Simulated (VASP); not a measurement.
# Rh (P6_3/mmc) in VASP: further runs, part 3 of 3

VASP 6.6.1. Earlier steps stand in the parts before.

## 6. Single point, LDA

This run uses another cell than the first one, of 12.43 Å³/atom.

File INCAR:

```
SYSTEM = Rh
PREC = Accurate ; ENCUT = 520
EDIFF = 1E-6 ; ISMEAR = 0
SIGMA = 0.15 ; LREAL = .False.
LASPH = .True. ; NELM = 60
ALGO = Fast ; ISIF = 2
LWAVE = .False. ; LCHARG = .False.
GGA = CA ; NBANDS = 38
```

File KPOINTS:

```
Automatic mesh
0
Gamma
  18 18 6
  0 0 0
```

File POSCAR:

```
Rh
1.0
    2.6838000000      0.0000000000      0.0000000000
   -1.3419000000      2.3242389787      0.0000000000
    0.0000000000      0.0000000000      7.9735000000
Rh
4
Direct
    0.0000000000      0.0000000000      0.0000000000
    0.3333333333      0.6666666667      0.2500000000
    0.0000000000      0.0000000000      0.5000000000
    0.6666666667      0.3333333333      0.7500000000
```

Potentials or basis: VASP PAW LDA potentials, release 64 (Rh_pv).

Run with:

```sh
$ cat potpaw_LDA.64/Rh_pv/POTCAR > POTCAR
$ mpirun -np 1 vasp_std > vasp.out
```

OUTCAR:

```text
SYSTEM = Rh
   PREC = Accurate
   ENCUT = 520
   EDIFF = 1E-6
   ISMEAR = 0
   LREAL = .False.
   LASPH = .True.
   NELM = 60
   ISIF = 2
   GGA = CA

 ion  position               nearest neighbor table
   1  0.000  0.000  0.000-   2 2.52   4 2.52   4 2.52   2 2.52   4 2.52   2 2.52
   2  0.333  0.667  0.250-   1 2.52   3 2.52   1 2.52   3 2.52   1 2.52   3 2.52
   3  0.000  0.000  0.500-   2 2.52   4 2.52   4 2.52   2 2.52   4 2.52   2 2.52
   4  0.667  0.333  0.750-   1 2.52   3 2.52   1 2.52   3 2.52   1 2.52   3 2.52

  LATTYP: Found a hexagonal cell.
 ALAT       =     2.6838000000
 C/A-ratio  =     2.9709739921

  Lattice vectors:

 A1 = (   2.6838000000,   0.0000000000,   0.0000000000)
 A2 = (  -1.3419000000,   2.3242389787,   0.0000000000)
 A3 = (   0.0000000000,   0.0000000000,   7.9735000000)

Analysis of symmetry for initial positions (statically):
=====================================================================
 Subroutine PRICEL returns:
 Original cell was already a primitive cell.

 Routine SETGRP: Setting up the symmetry group for a
 hexagonal supercell.

 Subroutine GETGRP returns: Found 24 space group operations
 (whereof 12 operations were pure point group operations)
 out of a pool of 24 trial point group operations.

The static configuration has the point symmetry D_3d.
 The point group associated with its full space group is D_6h.

Analysis of symmetry for dynamics (positions and initial velocities):
=====================================================================
 Subroutine PRICEL returns:
 Original cell was already a primitive cell.

 Routine SETGRP: Setting up the symmetry group for a
 hexagonal supercell.

 Subroutine GETGRP returns: Found 24 space group operations
 (whereof 12 operations were pure point group operations)
 out of a pool of 24 trial point group operations.

The dynamic configuration has the point symmetry D_3d.
 The point group associated with its full space group is D_6h.

 Subroutine INISYM returns: Found 24 space group operations
 (whereof 12 operations are pure point group operations),
 and found     1 'primitive' translations

----------------------------------------------------------------------------------------

                                     Primitive cell

  volume of cell :      49.7370

  direct lattice vectors                    reciprocal lattice vectors
     2.683800000  0.000000000  0.000000000     0.372606006  0.215124178  0.000000000
    -1.341900000  2.324238979  0.000000000     0.000000000  0.430248356  0.000000000
     0.000000000  0.000000000  7.973500000     0.000000000  0.000000000  0.125415439

  length of vectors
     2.683800000  2.683800000  7.973500000     0.430248356  0.430248356  0.125415439

  position of ions in fractional coordinates (direct lattice)
     0.000000000  0.000000000  0.000000000
     0.333333333  0.666666667  0.250000000
     0.000000000  0.000000000  0.500000000
     0.666666667  0.333333333  0.750000000

  ion indices of the primitive-cell ions
   primitive index   ion index
                 1           1
                 2           2
                 3           3
                 4           4

----------------------------------------------------------------------------------------

 KPOINTS: Automatic mesh

Automatic generation of k-mesh.
[... 25 lines left out ...]
  0.111111  0.000000  0.000000      6.000000
  0.166667 -0.000000  0.000000      6.000000
  0.222222  0.000000  0.000000      6.000000
  0.277778  0.000000  0.000000      6.000000
[... 16 lines left out ...]
  0.333333  0.111111  0.000000     12.000000
  0.388889  0.111111  0.000000     12.000000
 [... further k-points ...]
   k-points           NKPTS =    148   k-points in BZ     NKDIM =    148   number of bands    NBANDS=     38
   number of dos      NEDOS =    301   number of ions     NIONS =      4
   total plane-waves  NPLWV =  24000
   dimension x,y,z NGX =    20 NGY =   20 NGZ =   60
   dimension x,y,z NGXF=    40 NGYF=   40 NGZF=  120
   ions per type =               4
   NGX,Y,Z   is equivalent  to a cutoff of  12.39, 12.39, 12.51 a.u.
   NGXF,Y,Z  is equivalent  to a cutoff of  24.78, 24.78, 25.02 a.u.
 SYSTEM =  Rh
   PREC   = accura    normal or accurate (medium, high low for compatibility)
   ISTART =      0    job   : 0-new  1-cont  2-samecut
   ICHARG =      2    charge: 1-file 2-atom 10-const
   ISPIN  =      1    spin polarized calculation?
   LNONCOLLINEAR =      F non collinear calculations
   LSORBIT =      F    spin-orbit coupling
   LASPH  =      T    aspherical Exc in radial PAW
   ENCUT  =  520.0 eV  38.22 Ry    6.18 a.u.   4.99  4.99 14.83*2*pi/ulx,y,z
   NELM   =     60;   NELMIN=  2; NELMDL= -5     # of ELM steps
   EDIFF  = 0.1E-05   stopping-criterion for ELM
   LREAL  =      F    real-space projection
   EDIFFG = 0.1E-04   stopping-criterion for IOM
   NSW    =      0    number of steps for IOM
   IBRION =     -1    ionic relax: 0-MD 1-quasi-New 2-CG
   NFREE  =      0    steps in history (QN), initial steepest desc. (CG)
   ISIF   =      2    stress and relaxation
   ISYM   =      2    0-nonsym 1-usesym 2-fastsym
   POTIM  = 0.5000    time-step for ionic-motion
   TEBEG  =    0.0;   TEEND  =   0.0 temperature during run
   PSTRESS=    0.0 pullay stress
   NELECT =      60.0000    total number of electrons
   NUPDOWN=      -1.0000    fix difference up-down
   EMIN   =  10.00;   EMAX   =-10.00  energy-range for DOS
   EFERMI =   0.00;   METHOD = LEGACY
   ISMEAR =     0;   SIGMA  =   0.15  broadening in eV -4-tet -1-fermi 0-gaus
   EFERMI_NEDOS =   21; number of points for ismear=-14 and -15
   IALGO  =     68    algorithm
   IMIX   =      4    mixing-type and parameters
     AMIX     =   0.40;   BMIX     =  1.00
     AMIX_MAG =   1.60;   BMIX_MAG =  1.00
  volume/ion in A,a.u.               =      12.43        83.91
  Fermi-wavevector in a.u.,A,eV,Ry     =   1.742737  3.293296 41.322709  3.037133
  Thomas-Fermi vector in A             =   2.814945
   LORBIT       =      0    0 simple, 1 ext, 2 COOP (PROOUT), +10 PAW based schemes
   GGA     = CA    functional components
   LHFCALC =     F    Hartree Fock is set to
   AEXX    =    0.0000 exact exchange contribution
   IVDW    =     0    specifies the selected vdW correction
   LEPSILON=     F    determine dielectric tensor
   LRPA    =     F    only Hartree local field effects (RPA)
 non-spin polarized calculation
 RMM-DIIS sequential band-by-band and
 Gauss-broadening in eV      SIGMA  =   0.15
  energy-cutoff  :      520.00
  volume of cell :       49.74
 maximum number of plane-waves:      1364
 NGX is ok and might be reduce to    20
   NGX =  9   NGY =  9   NGZ = 29

 number of electron      59.9999993 magnetization

 Free energy of the ion-electron system (eV)
  ---------------------------------------------------
  ext. energy  EPLUGINS =         0.00000000
  ---------------------------------------------------
  free energy    TOTEN  =       -34.00130211 eV

  energy without entropy =      -33.94285701  energy(sigma->0) =      -33.97207956

 E-fermi :  13.7299     XC(G=0): -14.9902

 val. band max:       13.7286780372   @ k =   0.4444   0.0000   0.3333
 cond. band min:      13.7329970726   @ k =   0.2778   0.1111   0.0000
 fundamental gap:      0.0043190353
 Fermi energy:        13.7299133872

 k-point     1 :       0.0000    0.0000    0.0000
  band No.  band energies     occupation
      1     -33.8882      2.00000
      2     -33.2735      2.00000
      3     -33.2623      2.00000
      4     -32.8844      2.00000
      5     -32.8844      2.00000
      6     -32.7883      2.00000
[... 973 lines left out ...]
     37      23.9951      0.00000
     38      24.0208      0.00000

 [... further k-points ...]

------------------------ aborting loop because EDIFF is reached ----------------------------------------

  FORCE on cell =-STRESS in cart. coord.  units (eV):
  Direction    XX          YY          ZZ          XY          YZ          ZX
  --------------------------------------------------------------------------------------
  -------------------------------------------------------------------------------------
  Total        4.4458612      4.4458612     17.7887230      0.0000000      0.0000000     -0.0000000
  in kB      143.2143562    143.2143563    573.0274499      0.0000000      0.0000000     -0.0000000
  external PRESSURE =     286.4853875 kB  Pullay stress =       0.0000000 kB

 VOLUME and BASIS-vectors are now :
 -----------------------------------------------------------------------------
  energy-cutoff  :      520.00
  volume of cell :       49.74
      direct lattice vectors                 reciprocal lattice vectors
     2.683800000  0.000000000  0.000000000     0.372606006  0.215124178  0.000000000
    -1.341900000  2.324238979  0.000000000     0.000000000  0.430248356  0.000000000
     0.000000000  0.000000000  7.973500000     0.000000000  0.000000000  0.125415439

 POSITION                                       TOTAL-FORCE (eV/Angst)
 -----------------------------------------------------------------------------------
      0.00000      0.00000      0.00000        -0.000000      0.000000     -0.000000
     -0.00000      1.54949      1.99337         0.000000     -0.000000      0.000000
      0.00000      0.00000      3.98675        -0.000000      0.000000     -0.000000
      1.34190      0.77475      5.98012        -0.000000      0.000000      0.000000
 -----------------------------------------------------------------------------------
    total drift:                                0.000000     -0.000000      0.000000

  FREE ENERGIE OF THE ION-ELECTRON SYSTEM (eV)
  ---------------------------------------------------
  free  energy   TOTEN  =       -34.0013021071 eV

  energy  without entropy=      -33.9428570072  energy(sigma->0) =      -33.97207956
```

OSZICAR:

```text
N       E                     dE             d eps       ncg     rms          rms(c)
DAV:   1     0.782940314240E+03    0.78294E+03   -0.36370E+04 11408   0.187E+03
DAV:   2    -0.929596686529E+01   -0.79224E+03   -0.76922E+03 11758   0.585E+02
DAV:   3    -0.358165156248E+02   -0.26521E+02   -0.25926E+02 12466   0.118E+02
DAV:   4    -0.360609691142E+02   -0.24445E+00   -0.24432E+00 12528   0.115E+01
DAV:   5    -0.360652807879E+02   -0.43117E-02   -0.43116E-02 12572   0.153E+00    0.282E+01
RMM:   6    -0.341291981570E+02    0.19361E+01   -0.50022E+00 11339   0.151E+01    0.110E+01
RMM:   7    -0.340560643806E+02    0.73134E-01   -0.59351E-01 11663   0.417E+00    0.391E+00
RMM:   8    -0.340526962406E+02    0.33681E-02   -0.18921E-01 11641   0.270E+00    0.302E+00
RMM:   9    -0.340032657585E+02    0.49430E-01   -0.72282E-02 11535   0.204E+00    0.773E-01
RMM:  10    -0.340012472538E+02    0.20185E-02   -0.54684E-03 12056   0.555E-01    0.560E-02
RMM:  11    -0.340013023262E+02   -0.55072E-04   -0.51957E-04 12492   0.172E-01    0.227E-02
RMM:  12    -0.340012995884E+02    0.27379E-05   -0.10086E-04 12837   0.786E-02    0.999E-03
RMM:  13    -0.340013017522E+02   -0.21639E-05   -0.24170E-05 13735   0.316E-02    0.471E-03
RMM:  14    -0.340013021071E+02   -0.35482E-06   -0.35283E-06  7970   0.147E-02
   1 F= -.34001302E+02 E0= -.33972080E+02  d E =-.584451E-01
```

It took 5.6 min on 1 thread of AMD EPYC 7R43 (Zen 3), shared host; peak memory 0.25 GiB.

Results:

| Quantity | Value |
| --- | --- |
| Free energy | -34.0013 eV |
| Pressure | 28.6 GPa |
| Band gap on the k mesh | zero (bands 30 and 31 overlap by 2.26 eV) |

Levels at points of the mesh, in eV from the Fermi level:
```csv
k point,band 28,band 29,band 30,band 31,band 32,band 33
"(0.00, 0.00, 0.00)",-2.05,-2.05,-1.46,-1.46,-0.29,-0.29
"(0.50, 0.00, 0.00)",0.34,0.68,0.80,0.94,0.98,1.29
"(0.00, 0.00, 0.50)",-1.46,-1.46,-1.46,-0.55,-0.55,0.13
"(0.50, 0.00, 0.50)",-0.16,0.21,0.21,0.70,0.70,2.95
```

Caveat: the stress differs along the axes, from 14 to 57 GPa.

## 7. The runs side by side

```csv
cell,further INCAR settings,gap on the mesh (eV),pressure (GPa)
"a = 2.578, b = 2.578, c = 8.436 Å, angles 90.0, 90.0, 120.0°, 4 atoms",ALGO = Fast; EDIFF = 1e-07; NBANDS = 38,none,35.9
"a = 2.657, b = 2.657, c = 7.973 Å, angles 90.0, 90.0, 120.0°, 4 atoms",ALGO = Fast; EDIFF = 1e-06; NBANDS = 38,none,37.1
"a = 2.631, b = 2.631, c = 8.205 Å, angles 90.0, 90.0, 120.0°, 4 atoms",ALGO = Fast; EDIFF = 1e-07; NBANDS = 38,none,30.8
"a = 2.604, b = 2.604, c = 8.436 Å, angles 90.0, 90.0, 120.0°, 4 atoms",ALGO = Fast; EDIFF = 1e-06; NBANDS = 38,none,26.3
"a = 2.684, b = 2.684, c = 7.973 Å, angles 90.0, 90.0, 120.0°, 4 atoms",ALGO = Fast; EDIFF = 1e-06; NBANDS = 38,none,28.6
```

Alike in all rows: task single point; level LDA; potentials or basis VASP PAW LDA potentials, release 64 (Rh_pv); no spin polarisation; k mesh 18 × 18 × 6; cutoff (eV) 520; smearing gaussian 0.15 eV.

Caveats: the cell stands under pressure (at least some runs); the stress differs along the axes, from 23 to 65 GPa (at least some runs); the stress differs along the axes, from 23 to 46 GPa (at least some runs); the stress differs along the axes, from 14 to 57 GPa (at least some runs).

Total energies depend on the potentials used, so only differences within one code and one set of settings carry meaning.
